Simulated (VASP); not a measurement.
Wanted: the native input for a VASP 6.6.1 run.

- Task: single point
- Functional: r2SCAN
- Potentials or basis: VASP PAW PBE potentials, release 64 (P, Al, Sb)
- Cutoff: 520 eV
- k mesh: 6 × 6 × 2
- Occupations: gaussian, width 0.01 eV
- Spin: no spin polarisation
- Dipole correction: no
- Further INCAR settings: ALGO = Normal; EDIFF = 1e-06; NBANDS = 26

The system is Al4SbP3.

```
CELL_PARAMETERS angstrom
3.91540 0.00000 0.00000
0.00000 3.91540 0.00000
0.00000 0.00000 11.05246
ATOMIC_POSITIONS crystal
P 0.00000 0.00000 0.23502
P 0.50000 0.50000 0.00000
P 0.00000 0.00000 0.76498
Al 0.00000 0.50000 0.11737
Al 0.50000 0.00000 0.88263
Al 0.00000 0.50000 0.64704
Al 0.50000 0.00000 0.35296
Sb 0.50000 0.50000 0.50000
```

These files were run (other wordings do the same):

POSCAR

```
Al4SbP3
1.0
    3.9154047078      0.0000000000      0.0000000000
    0.0000000000      3.9154047078      0.0000000000
    0.0000000000      0.0000000000     11.0524601619
P Al Sb
3 4 1
Direct
    0.0000000000      0.0000000000      0.2350240480
    0.5000000000      0.5000000000      0.0000000000
    0.0000000000      0.0000000000      0.7649759520
    0.0000000000      0.5000000000      0.1173674920
    0.5000000000      0.0000000000      0.8826325080
    0.0000000000      0.5000000000      0.6470439371
    0.5000000000      0.0000000000      0.3529560629
    0.5000000000      0.5000000000      0.5000000000
```

INCAR.step1

```
SYSTEM = Al4SbP3
PREC     = Accurate       ! precision mode
ENCUT    = 520            ! plane-wave cutoff, eV
ISMEAR   = 0              ! smearing method
SIGMA    = 0.01           ! smearing width, eV
LREAL    = .FALSE.        ! projectors in reciprocal space
LASPH    = .TRUE.         ! aspherical terms in the spheres
NELM     = 100            ! most SCF steps
NBANDS   = 26             ! bands
GGA      = PE             ! functional
ALGO     = Normal         ! electronic algorithm
EDIFF    = 1E-4           ! SCF threshold, eV
LWAVE    = .TRUE.         ! write WAVECAR
LCHARG   = .FALSE.        ! write CHGCAR
```

INCAR.step2

```
SYSTEM = Al4SbP3
PREC     = Accurate       ! precision mode
ENCUT    = 520            ! plane-wave cutoff, eV
EDIFF    = 1E-6           ! SCF threshold, eV
ISMEAR   = 0              ! smearing method
SIGMA    = 0.01           ! smearing width, eV
LREAL    = .FALSE.        ! projectors in reciprocal space
LASPH    = .TRUE.         ! aspherical terms in the spheres
NELM     = 100            ! most SCF steps
ALGO     = Normal         ! electronic algorithm
ISIF     = 2              ! what is computed and relaxed
LWAVE    = .FALSE.        ! write WAVECAR
LCHARG   = .FALSE.        ! write CHGCAR
METAGGA  = R2SCAN         ! meta-GGA
LMIXTAU  = .TRUE.       
NBANDS   = 26             ! bands
ISTART   = 1
```

KPOINTS

```
Automatic mesh
0
G
  6 6 2
  0 0 0
```

Potentials or basis: VASP PAW PBE potentials, release 64 (P, Al, Sb).

Command:

```sh
$ cat potpaw_PBE.64/P/POTCAR potpaw_PBE.64/Al/POTCAR potpaw_PBE.64/Sb/POTCAR > POTCAR
$ cp INCAR.step1 INCAR
$ mpirun -np 1 vasp_std > vasp.out
$ cp INCAR.step2 INCAR
$ mpirun -np 1 vasp_std > vasp.out
```

It gave:

The pressure is 5.5 GPa. The largest force is 0.156 eV/Å and the band gap on the k mesh is 0.83 eV (least direct gap 1.07 eV).

Caveat: the cell stands under pressure; the PAW data sets were made with another functional, which shifts forces and pressure a little; spin-orbit coupling is left out, which moves the levels of the heavy elements.

Run time: 6.8 min on 1 thread of Intel(R) Xeon(R) Platinum 8259CL CPU @ 2.50GHz (Skylake/Cascade Lake) (shared host), peak memory 0.33 GiB.
